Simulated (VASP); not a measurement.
# ZnCu2 (P-3m1) in VASP: further runs

Runs on ZnCu2. Level: r2SCAN. Tasks: single point.

All numbers are computed with VASP 6.6.1; they aren't measurements. Logs are shortened: lines on timing, memory, paths and dates and some standing lists are left out, and cuts for length are marked.

### Step 1. The cell of the first run

The structure is trigonal, space group P-3m1 (No. 164). The conventional cell has a = 2.584 Å, b = 2.584 Å, c = 6.293 Å, α = 90.00°, β = 90.00°, γ = 120.00°. Within 3.4 Å of Zn (site symmetry -3m) lie 6 Zn at 2.58 Å and 6 Cu at 2.60 Å. Within 3.3 Å of Cu (site symmetry 3m) lie 9 Cu at 2.53 to 2.58 Å and 3 Zn at 2.60 Å.

### Step 2. Single point, r2SCAN

Contents of POSCAR:

```
ZnCu2
1.0
    2.5838256049      0.0000000000      0.0000000000
   -1.2919128025      2.2376586128      0.0000000000
    0.0000000000      0.0000000000      6.2933738000
Zn Cu
1 2
Direct
    0.0000000000      0.0000000000      0.0000000000
    0.3333333300      0.6666666700      0.6621414900
    0.6666666700      0.3333333300      0.3378585100
```

Contents of INCAR.step1:

```
PREC = Accurate
ENCUT = 520
ISMEAR = 0
SIGMA = 0.1
LREAL = False
LASPH = True
NELM = 100
NBANDS = 24
GGA = PE
ALGO = Normal
EDIFF = 1E-4
LWAVE = True
LCHARG = False
```

Contents of INCAR.step2:

```
PREC = Accurate
ENCUT = 520
EDIFF = 1E-6
ISMEAR = 0
SIGMA = 0.1
LREAL = False
LASPH = True
NELM = 100
ALGO = Normal
ISIF = 2
LWAVE = False
LCHARG = True
METAGGA = R2SCAN
LMIXTAU = True
LELF = True
LVHAR = True
NBANDS = 24
ISTART = 1
```

Contents of KPOINTS:

```
regular mesh
0
Gamma
  18 18 8
```

Potentials or basis: VASP PAW PBE potentials, release 64 (Zn, Cu).

Command:

```bash
> cat potpaw_PBE.64/Zn/POTCAR potpaw_PBE.64/Cu/POTCAR > POTCAR
> cp INCAR.step1 INCAR
> mpirun -np 1 vasp_std > vasp.out
> cp INCAR.step2 INCAR
> mpirun -np 1 vasp_std > vasp.out
```

OUTCAR:

```text
PREC = Accurate
   ENCUT = 520
   EDIFF = 1E-6
   ISMEAR = 0
   LREAL = False
   LASPH = True
   NELM = 100
   ISIF = 2
   METAGGA = R2SCAN
   ISTART = 1

 ion  position               nearest neighbor table
   1  0.000  0.000  0.000-   2 2.60   3 2.60   3 2.60   2 2.60   3 2.60   2 2.60
   2  0.333  0.667  0.662-   3 2.53   3 2.53   3 2.53   1 2.60   1 2.60   1 2.60
   3  0.667  0.333  0.338-   2 2.53   2 2.53   2 2.53   1 2.60   1 2.60   1 2.60

  LATTYP: Found a hexagonal cell.
 ALAT       =     2.5838256049
 C/A-ratio  =     2.4356805614

  Lattice vectors:

 A1 = (   2.5838256049,   0.0000000000,   0.0000000000)
 A2 = (  -1.2919128025,   2.2376586128,   0.0000000000)
 A3 = (   0.0000000000,   0.0000000000,   6.2933738000)

Analysis of symmetry for initial positions (statically):
=====================================================================
 Subroutine PRICEL returns:
 Original cell was already a primitive cell.

 Routine SETGRP: Setting up the symmetry group for a
 hexagonal supercell.

 Subroutine GETGRP returns: Found 12 space group operations
 (whereof 12 operations were pure point group operations)
 out of a pool of 24 trial point group operations.

The static configuration has the point symmetry D_3d.

Analysis of symmetry for dynamics (positions and initial velocities):
=====================================================================
 Subroutine PRICEL returns:
 Original cell was already a primitive cell.

 Routine SETGRP: Setting up the symmetry group for a
 hexagonal supercell.

 Subroutine GETGRP returns: Found 12 space group operations
 (whereof 12 operations were pure point group operations)
 out of a pool of 24 trial point group operations.

The dynamic configuration has the point symmetry D_3d.

 Subroutine INISYM returns: Found 12 space group operations
 (whereof 12 operations are pure point group operations),
 and found     1 'primitive' translations

----------------------------------------------------------------------------------------

                                     Primitive cell

  volume of cell :      36.3865

  direct lattice vectors                    reciprocal lattice vectors
     2.583825605  0.000000000  0.000000000     0.387023024  0.223447847  0.000000000
    -1.291912802  2.237658613  0.000000000     0.000000000  0.446895695  0.000000000
     0.000000000  0.000000000  6.293373800     0.000000000  0.000000000  0.158897283

  length of vectors
     2.583825605  2.583825605  6.293373800     0.446895695  0.446895695  0.158897283

  position of ions in fractional coordinates (direct lattice)
     0.000000000  0.000000000  0.000000000
     0.333333330  0.666666670  0.662141490
     0.666666670  0.333333330  0.337858510

  ion indices of the primitive-cell ions
   primitive index   ion index
                 1           1
                 2           2
                 3           3

----------------------------------------------------------------------------------------

 KPOINTS: regular mesh

Automatic generation of k-mesh.
 Grid dimensions read from file:
 generate k-points for:   18   18    8

 Generating k-lattice:

  Cartesian coordinates                     Fractional coordinates (reciprocal lattice)
     0.021501279  0.012413769  0.000000000     0.055555556  0.000000000  0.000000000
     0.000000000  0.024827539  0.000000000     0.000000000  0.055555556  0.000000000
     0.000000000  0.000000000  0.019862160     0.000000000  0.000000000  0.125000000

  Length of vectors
     0.024827539  0.024827539  0.019862160

  Shift w.r.t. Gamma in fractional coordinates (k-lattice)
     0.000000000  0.000000000  0.000000000

 Subroutine IBZKPT returns following result:
 ===========================================

 Found    266 irreducible k-points:

 Following reciprocal coordinates:
            Coordinates               Weight
  0.000000  0.000000  0.000000      1.000000
  0.055556  0.000000  0.000000      6.000000
  0.111111  0.000000  0.000000      6.000000
  0.166667 -0.000000  0.000000      6.000000
  0.222222 -0.000000  0.000000      6.000000
  0.277778  0.000000  0.000000      6.000000
[... 16 lines left out ...]
  0.333333  0.111111  0.000000     12.000000
  0.388889  0.111111  0.000000     12.000000
 [... further k-points ...]
   k-points           NKPTS =    266   k-points in BZ     NKDIM =    266   number of bands    NBANDS=     24
   number of dos      NEDOS =    301   number of ions     NIONS =      3
   total plane-waves  NPLWV =  19200
   dimension x,y,z NGX =    20 NGY =   20 NGZ =   48
   dimension x,y,z NGXF=    40 NGYF=   40 NGZF=   96
   ions per type =               1   2
   NGX,Y,Z   is equivalent  to a cutoff of  12.87, 12.87, 12.68 a.u.
   NGXF,Y,Z  is equivalent  to a cutoff of  25.74, 25.74, 25.36 a.u.
 SYSTEM =  unknown system
   PREC   = accura    normal or accurate (medium, high low for compatibility)
   ISTART =      1    job   : 0-new  1-cont  2-samecut
   ICHARG =      0    charge: 1-file 2-atom 10-const
   ISPIN  =      1    spin polarized calculation?
   LNONCOLLINEAR =      F non collinear calculations
   LSORBIT =      F    spin-orbit coupling
   LASPH  =      T    aspherical Exc in radial PAW
   ENCUT  =  520.0 eV  38.22 Ry    6.18 a.u.   4.80  4.80 11.70*2*pi/ulx,y,z
   NELM   =    100;   NELMIN=  2; NELMDL=  0     # of ELM steps
   EDIFF  = 0.1E-05   stopping-criterion for ELM
   LREAL  =      F    real-space projection
   EDIFFG = 0.1E-04   stopping-criterion for IOM
   NSW    =      0    number of steps for IOM
   IBRION =     -1    ionic relax: 0-MD 1-quasi-New 2-CG
   NFREE  =      0    steps in history (QN), initial steepest desc. (CG)
   ISIF   =      2    stress and relaxation
   ISYM   =      2    0-nonsym 1-usesym 2-fastsym
   POTIM  = 0.5000    time-step for ionic-motion
   TEBEG  =    0.0;   TEEND  =   0.0 temperature during run
   PSTRESS=    0.0 pullay stress
   NELECT =      34.0000    total number of electrons
   NUPDOWN=      -1.0000    fix difference up-down
   EMIN   =  10.00;   EMAX   =-10.00  energy-range for DOS
   EFERMI =   0.00;   METHOD = LEGACY
   ISMEAR =     0;   SIGMA  =   0.10  broadening in eV -4-tet -1-fermi 0-gaus
   EFERMI_NEDOS =   21; number of points for ismear=-14 and -15
   IALGO  =     38    algorithm
   IMIX   =      4    mixing-type and parameters
     AMIX     =   0.40;   BMIX     =  1.00
     AMIX_MAG =   1.60;   BMIX_MAG =  1.00
  volume/ion in A,a.u.               =      12.13        81.85
  Fermi-wavevector in a.u.,A,eV,Ry     =   1.600495  3.024497 34.852464  2.561584
  Thomas-Fermi vector in A             =   2.697622
   LORBIT       =      0    0 simple, 1 ext, 2 COOP (PROOUT), +10 PAW based schemes
   METAGGA = R2SCAN    functional components
   LHFCALC =     F    Hartree Fock is set to
   AEXX    =    0.0000 exact exchange contribution
   IVDW    =     0    specifies the selected vdW correction
   LEPSILON=     F    determine dielectric tensor
   LRPA    =     F    only Hartree local field effects (RPA)
 non-spin polarized calculation
 Gauss-broadening in eV      SIGMA  =   0.10
  energy-cutoff  :      520.00
  volume of cell :       36.39
 maximum number of plane-waves:       995
   NGX =  9   NGY =  9   NGZ = 23

 number of electron      34.0000010 magnetization

 Free energy of the ion-electron system (eV)
  ---------------------------------------------------
  ext. energy  EPLUGINS =         0.00000000
  ---------------------------------------------------
  free energy    TOTEN  =       -30.66318160 eV

  energy without entropy =      -30.65912600  energy(sigma->0) =      -30.66115380

 E-fermi :   6.3348     XC(G=0): -13.7615

 val. band max:        6.3252845719   @ k =   0.3889   0.2222   0.2500
 cond. band min:       6.3356800043   @ k =   0.4444   0.1111   0.3750
 fundamental gap:      0.0103954324
 Fermi energy:         6.3348186130

 k-point     1 :       0.0000    0.0000    0.0000
  band No.  band energies     occupation
      1      -4.6364      2.00000
      2      -2.5296      2.00000
      3      -1.8246      2.00000
      4      -1.8244      2.00000
      5      -1.2456      2.00000
      6      -1.2455      2.00000
[... 16 lines left out ...]
     23      27.6754      0.00000
     24      28.1479      0.00000

 k-point     2 :       0.0556    0.0000    0.0000
  band No.  band energies     occupation
      1      -4.5346      2.00000
      2      -2.4892      2.00000
      3      -1.8401      2.00000
      4      -1.7993      2.00000
      5      -1.3223      2.00000
      6      -1.2506      2.00000
[... 16 lines left out ...]
     23      26.8486      0.00000
     24      28.1935      0.00000

 k-point     3 :       0.1111    0.0000    0.0000
  band No.  band energies     occupation
      1      -4.2329      2.00000
      2      -2.3803      2.00000
      3      -1.8798      2.00000
      4      -1.7259      2.00000
      5      -1.4849      2.00000
      6      -1.2653      2.00000
[... 16 lines left out ...]
     23      25.6046      0.00000
     24      26.0105      0.00000

 k-point     4 :       0.1667   -0.0000    0.0000
  band No.  band energies     occupation
      1      -3.7478      2.00000
      2      -2.2421      2.00000
      3      -1.9126      2.00000
      4      -1.6642      2.00000
      5      -1.6117      2.00000
      6      -1.2876      2.00000
[... 16 lines left out ...]
     23      23.2229      0.00000
     24      23.5246      0.00000

 k-point     5 :       0.2222   -0.0000    0.0000
  band No.  band energies     occupation
      1      -3.1400      2.00000
      2      -2.1297      2.00000
      3      -1.8606      2.00000
      4      -1.8296      2.00000
      5      -1.4688      2.00000
      6      -1.3145      2.00000
[... 451 lines left out ...]
 k-point    22 :       0.2778    0.1111    0.0000
  band No.  band energies     occupation
      1      -2.4440      2.00000
      2      -2.0932      2.00000
      3      -1.7224      2.00000
      4      -1.5069      2.00000
      5      -1.4305      2.00000
      6      -0.3268      2.00000
[... 16 lines left out ...]
     23      17.3400      0.00000
     24      17.6458      0.00000

 k-point    23 :       0.3333    0.1111    0.0000
  band No.  band energies     occupation
      1      -2.5065      2.00000
      2      -2.1661      2.00000
      3      -1.6322      2.00000
      4      -1.4695      2.00000
      5      -1.2752      2.00000
      6       0.5756      2.00000
[... 16 lines left out ...]
     23      18.1096      0.00000
     24      18.7047      0.00000

 k-point    24 :       0.3889    0.1111    0.0000
  band No.  band energies     occupation
      1      -2.5549      2.00000
      2      -2.2107      2.00000
      3      -1.5780      2.00000
      4      -1.4908      2.00000
      5      -1.1598      2.00000
      6       1.2645      2.00000
[... 16 lines left out ...]
     23      18.9276      0.00000
     24      19.9004      0.00000

 [... further k-points ...]

------------------------ aborting loop because EDIFF is reached ----------------------------------------

  FORCE on cell =-STRESS in cart. coord.  units (eV):
  Direction    XX          YY          ZZ          XY          YZ          ZX
  --------------------------------------------------------------------------------------
  -------------------------------------------------------------------------------------
  Total        0.2657553      0.2657553     -0.0377925     -0.0000000      0.0000000     -0.0000000
  in kB       11.7017823     11.7017823     -1.6640854     -0.0000000      0.0000000     -0.0000000
  external PRESSURE =       7.2464931 kB  Pullay stress =       0.0000000 kB

 VOLUME and BASIS-vectors are now :
 -----------------------------------------------------------------------------
  energy-cutoff  :      520.00
  volume of cell :       36.39
      direct lattice vectors                 reciprocal lattice vectors
     2.583825605  0.000000000  0.000000000     0.387023024  0.223447847  0.000000000
    -1.291912802  2.237658613  0.000000000     0.000000000  0.446895695  0.000000000
     0.000000000  0.000000000  6.293373800     0.000000000  0.000000000  0.158897283

 POSITION                                       TOTAL-FORCE (eV/Angst)
 -----------------------------------------------------------------------------------
      0.00000      0.00000      0.00000        -0.000000      0.000000      0.000000
     -0.00000      1.49177      4.16710         0.000000      0.000000     -0.010086
      1.29191      0.74589      2.12627         0.000000     -0.000000      0.010086
 -----------------------------------------------------------------------------------
    total drift:                               -0.000000     -0.000000      0.000000

  FREE ENERGIE OF THE ION-ELECTRON SYSTEM (eV)
  ---------------------------------------------------
  free  energy   TOTEN  =       -30.6631816019 eV

  energy  without entropy=      -30.6591259991  energy(sigma->0) =      -30.66115380
```

Run time: 14 min. Hardware: 1 thread of Intel Xeon Platinum 8259CL at 2.50GHz (Skylake/Cascade Lake), shared host; peak memory 0.33 GiB.

Results:

| Property | Result |
| --- | --- |
| Free energy | -30.6632 eV |
| Pressure | 0.7 GPa |
| Largest force | 0.010 eV/Å |
| Band gap on the k mesh | zero (band 17 reaches 8.50 eV, above the bottom of band 18 at 4.11 eV) |

Forces in eV/Å, atoms in the order of the input:
```
Zn   0.000  0.000  0.000
Cu   0.000  0.000 -0.010
Cu   0.000  0.000  0.010
```

Caveat: the PAW data sets were made with another functional, which shifts forces and pressure a little.

### Step 3. Single point, r2SCAN

Contents of POSCAR:

```
ZnCu2
1.0
    2.5838256049      0.0000000000      0.0000000000
   -1.2919128025      2.2376586128      0.0000000000
    0.0000000000      0.0000000000      6.2933738000
Zn Cu
1 2
Direct
    0.0000000000      0.0000000000      0.0000000000
    0.3333333333      0.6666666667      0.6621414900
    0.6666666667      0.3333333333      0.3378585100
```

Contents of INCAR.step1:

```
SYSTEM = ZnCu2
  PREC = Accurate
  ENCUT = 520
  ISMEAR = 0
  SIGMA = 0.1
  LREAL = .False.
  LASPH = .True.
  NELM = 100
  NBANDS = 24
  GGA = PE
  ALGO = Normal
  EDIFF = 1E-4
  LWAVE = .True.
  LCHARG = .False.
```

Contents of INCAR.step2:

```
SYSTEM = ZnCu2
  PREC = Accurate
  ENCUT = 520
  EDIFF = 1E-6
  ISMEAR = 0
  SIGMA = 0.1
  LREAL = .False.
  LASPH = .True.
  NELM = 100
  ALGO = Normal
  ISIF = 2
  LWAVE = .False.
  LCHARG = .False.
  METAGGA = R2SCAN
  LMIXTAU = .True.
  NBANDS = 24
  ISTART = 1
```

Contents of KPOINTS:

```
regular mesh
0
Gamma
  15 15 6
  0 0 0
```

Potentials or basis: VASP PAW PBE potentials, release 64 (Zn, Cu).

Command:

```bash
> cat potpaw_PBE.64/Zn/POTCAR potpaw_PBE.64/Cu/POTCAR > POTCAR
> cp INCAR.step1 INCAR
> mpirun -np 1 vasp_std > vasp.out
> cp INCAR.step2 INCAR
> mpirun -np 1 vasp_std > vasp.out
```

Wall time 8.1 min (1 thread of Intel Xeon Platinum 8259CL at 2.50GHz (Skylake/Cascade Lake), shared host); peak memory 0.24 GiB.

It converged, with:

* Free energy: -30.6566 eV
* Pressure: 0.8 GPa
* Largest force: 0.010 eV/Å
* Band gap on the k mesh: zero (band 17 reaches 8.21 eV, above the bottom of band 18 at 4.09 eV)

Forces in eV/Å, atoms in the order of the input:
```
Zn   0.000  0.000  0.000
Cu   0.000  0.000  0.010
Cu   0.000  0.000 -0.010
```

Stress tensor (GPa, compression positive):
```
1.09 0.00 0.00
0.00 1.09 0.00
0.00 0.00 0.12
```

Levels at points of the mesh, in eV from the Fermi level:
| k point | band 15 | band 16 | band 17 | band 18 | band 19 | band 20 |
| --- | --- | --- | --- | --- | --- | --- |
| (0.00, 0.00, 0.00) | -2.55 | -2.55 | -2.21 | -2.21 | 7.10 | 8.16 |
| (0.00, 0.00, 0.50) | -2.57 | -2.18 | -2.18 | -1.97 | 2.43 | 15.91 |

Caveat: the PAW data sets were made with another functional, which shifts forces and pressure a little.

### Step 4. Single point, r2SCAN

POSCAR is that of step 3.

Contents of INCAR.step1:

```
PREC = Accurate ; ENCUT = 520
ISMEAR = 0 ; SIGMA = 0.1
LREAL = False ; LASPH = True
NELM = 100 ; NBANDS = 24
GGA = PE ; ALGO = Normal
EDIFF = 1E-4 ; LWAVE = True
LCHARG = False
```

Contents of INCAR.step2:

```
PREC = Accurate ; ENCUT = 520
EDIFF = 1E-6 ; ISMEAR = 0
SIGMA = 0.1 ; LREAL = False
LASPH = True ; NELM = 100
ALGO = Normal ; ISIF = 2
LWAVE = False ; LCHARG = False
METAGGA = R2SCAN ; LMIXTAU = True
NBANDS = 24 ; ISTART = 1
```

Contents of KPOINTS:

```
Automatic mesh
0
Gamma
  3 3 1
```

Command:

```bash
> cat potpaw_PBE.64/Zn/POTCAR potpaw_PBE.64/Cu/POTCAR > POTCAR
> cp INCAR.step1 INCAR
> mpirun -np 1 vasp_std > vasp.out
> cp INCAR.step2 INCAR
> mpirun -np 1 vasp_std > vasp.out
```

Wall time 36 s (1 thread of Intel Xeon Platinum 8259CL at 2.50GHz (Skylake/Cascade Lake), shared host); peak memory 0.15 GiB.

The run converged. Its results:

```yaml
Free_energy: -30.4765 eV
Pressure: 0.6 GPa
Largest_force: 0.115 eV/Å
Band_gap_on_the_k_mesh: zero (band 17 reaches 7.58 eV, above the bottom of band 18 at 4.09 eV)
```

Forces on the atoms (eV/Å):
```
Zn   0.000  0.000  0.000
Cu   0.000  0.000 -0.115
Cu   0.000  0.000  0.115
```

Stress tensor (GPa, compression positive):
```
-7.32  0.00  0.00
 0.00 -7.32  0.00
 0.00  0.00 16.41
```

Levels at points of the mesh, in eV from the Fermi level:
| k point | band 13 | band 14 | band 15 | band 16 | band 17 | band 18 | band 19 | band 20 | band 21 | band 22 |
| --- | --- | --- | --- | --- | --- | --- | --- | --- | --- | --- |
| (0.00, 0.00, 0.00) | -2.46 | -2.46 | -1.91 | -1.91 | -1.56 | -1.56 | 7.67 | 8.79 | 21.22 | 21.22 |

Caveat: the k points lie up to 1.00 Å⁻¹ apart; the PAW data sets were made with another functional, which shifts forces and pressure a little.

### Step 5. The runs side by side

| k mesh | gap on the mesh (eV) | pressure (GPa) | largest force (eV/Å) |
| --- | --- | --- | --- |
| 18 × 18 × 8 | none | 0.7 | 0.01 |
| 15 × 15 × 6 | none | 0.8 | 0.01 |
| 3 × 3 × 1 | none | 0.6 | 0.11 |

Alike in all rows: task single point; level r2SCAN; potentials or basis VASP PAW PBE potentials, release 64 (Zn, Cu); no spin polarisation; cell as given; cutoff (eV) 520; smearing gaussian 0.1 eV.

Caveats: some runs use coarse meshes; the PAW data sets were made with another functional, which shifts forces and pressure a little.

Absolute energies hang on the potentials; compare differences alone.
